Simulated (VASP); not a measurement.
Set up this calculation in VASP 6.6.1, as the native input.

| Item | Value |
| --- | --- |
| Task | single point |
| Functional | PBEsol |
| Potentials or basis | VASP PAW PBE potentials, release 64 (Sn_d) |
| Cutoff | 520 eV |
| k mesh | 12 × 12 × 12 |
| Occupations | gaussian, width 0.1 eV |
| Spin | no spin polarisation |
| Dipole correction | no |
| Further INCAR settings | ALGO = Normal; EDIFF = 1e-07; NBANDS = 21 |

The structure of Sn lies in POSCAR:

```
Sn
1.0
    0.0000000000      3.2702495780      3.2702495780
    3.2702495780      0.0000000000      3.2702495780
    3.2702495780      3.2702495780      0.0000000000
Sn
2
Direct
    0.0000000000      0.0000000000      0.0000000000
    0.2500000000      0.2500000000      0.2500000000
```

One way to write it, as run:

INCAR

```
SYSTEM = Sn
PREC = Accurate
ENCUT = 520
EDIFF = 1E-7
ISMEAR = 0
SIGMA = 0.1
LREAL = .FALSE.
LASPH = .TRUE.
NELM = 80
ALGO = Normal
ISIF = 2
LWAVE = .FALSE.
LCHARG = .FALSE.
GGA = PS
NBANDS = 21
```

KPOINTS

```
Automatic mesh
0
G
  12 12 12
  0 0 0
```

Potentials or basis: VASP PAW PBE potentials, release 64 (Sn_d).

The run is started by

```bash
$ cat potpaw_PBE.64/Sn_d/POTCAR > POTCAR
$ mpirun -np 1 vasp_std > vasp.out
```

It gave:

```json
{"Pressure": "-0.1 GPa", "Band gap on the k mesh": "zero (band 14 reaches 5.33 eV, above the bottom of band 15 at 5.14 eV)"}
```

Caveat: the PAW data sets were made with another functional, which shifts forces and pressure a little; spin-orbit coupling is left out, which moves the levels of the heavy elements.

It took 55 s on 1 thread of AMD EPYC 9R45 96-Core Processor (Zen 5) (shared host), peak memory 0.21 GiB.
